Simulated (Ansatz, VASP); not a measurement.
## W in VASP and in Ansatz

```
CELL_PARAMETERS angstrom
0.00000 1.93164 2.03364
1.93164 0.00000 2.03364
1.93164 1.93164 0.00000
ATOMIC_POSITIONS crystal
W 0.00000 0.00000 0.00000
```

Alike in both runs: task single point; functional LDA; k mesh 22 × 22 × 22; occupations gaussian, width 0.15 eV; no spin polarisation.

```csv
,VASP,Ansatz
version,VASP 6.6.1,Ansatz 0.2.0
potentials or method,"VASP PAW LDA potentials, release 64 (W_sv), cutoff 520 eV","scalar-relativistic, plane waves, PAW"
valence electrons in the cell,14,14
```

VASP gave:

* gap on the k mesh at the Fermi level (eV): none
* pressure (GPa): 13.0
* traceless stress, the component that is largest in VASP (GPa): 7.48

Task: Estimate Ansatz's values.

Result: gap on the k mesh at the Fermi level (eV): none; pressure (GPa): 11.0; traceless stress, the component that is largest in VASP (GPa): 7.51.

Ansatz warns that its potentials were made for another functional, while VASP's fit it. LDA's correlation is that of Perdew and Zunger in VASP and of Perdew and Wang (1992) in Ansatz. A gap of «none» marks a metal or a gap that the smearing closes.

Spin-orbit coupling is off throughout.
